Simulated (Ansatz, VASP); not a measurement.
**Two plane-wave programs on PbSe**

The input INCAR:

```
SYSTEM = PbSe
PREC = Accurate ; ENCUT = 520
EDIFF = 1E-6 ; ISMEAR = 0
SIGMA = 0.03 ; LREAL = .False.
LASPH = .True. ; NELM = 80
ALGO = Normal ; ISIF = 2
LWAVE = .False. ; LCHARG = .False.
GGA = PE ; IVDW = 12
NBANDS = 17
```

KPOINTS

```
Automatic mesh
0
Gamma
  10 10 10
  0 0 0
```

The input POSCAR:

```
PbSe
1.0
   -0.2530347053      3.3201220427      3.0670873374
    3.3201220427     -0.2530347053      3.0670873374
    3.0670873374      3.0670873374      0.0000000000
Pb Se
1 1
Direct
    0.0000000000      0.0000000000      0.0000000000
    0.5000000000      0.5000000000      0.5000000000
```

Input for Ansatz:

```yaml
crystal:
  lattice:
    - [-0.2530347053, 3.3201220427, 3.0670873374]
    - [3.3201220427, -0.2530347053, 3.0670873374]
    - [3.0670873374, 3.0670873374, 0.0]
  atoms:
    - { symbol: Pb, position: [0.0, 0.0, 0.0] }
    - { symbol: Se, position: [0.5, 0.5, 0.5] }
basis:
  ecutwfc: 420
kpoints:
  mp_grid: { grid: [10, 10, 10] }
hamiltonian:
  xc: pbe
  dispersion: d3bj
scf:
  occupations: { method: gaussian, width: 0.03 }
output:
  forces: true
  stress: true
  eigenvalues: true
```

Change from the starting cell: engineering shear strain xy -0.1650, equal normal strain along x and y +0.0825.

Alike in both runs: task single point; functional PBE; dispersion D3(BJ); k mesh 10 × 10 × 10; occupations gaussian, width 0.03 eV; no spin polarisation.

|  | VASP | Ansatz |
| --- | --- | --- |
| version | VASP 6.6.1 | Ansatz 0.2.0 |
| potentials or method | VASP PAW PBE potentials, release 64 (Pb_d, Se), cutoff 520 eV | scalar-relativistic, plane waves, PAW |
| valence electrons in the cell | 20 | 30 |

VASP gave:

```
gap on the k mesh at the Fermi level (eV)                     : 0.05
least direct gap on the mesh (eV)                             : 0.21
pressure (GPa)                                                : -4.9
traceless stress, the component that is largest in VASP (GPa) : 3.22
```

Q: What did Ansatz give for the same quantities?

A: gap on the k mesh at the Fermi level (eV): 0.05; least direct gap on the mesh (eV): 0.20; pressure (GPa): -4.9; traceless stress, the component that is largest in VASP (GPa): 3.20.

VASP's potentials hold 20 valence electrons a cell and Ansatz's 30, so a difference there can come from the potentials and not from the codes.

Spin-orbit coupling is off throughout.
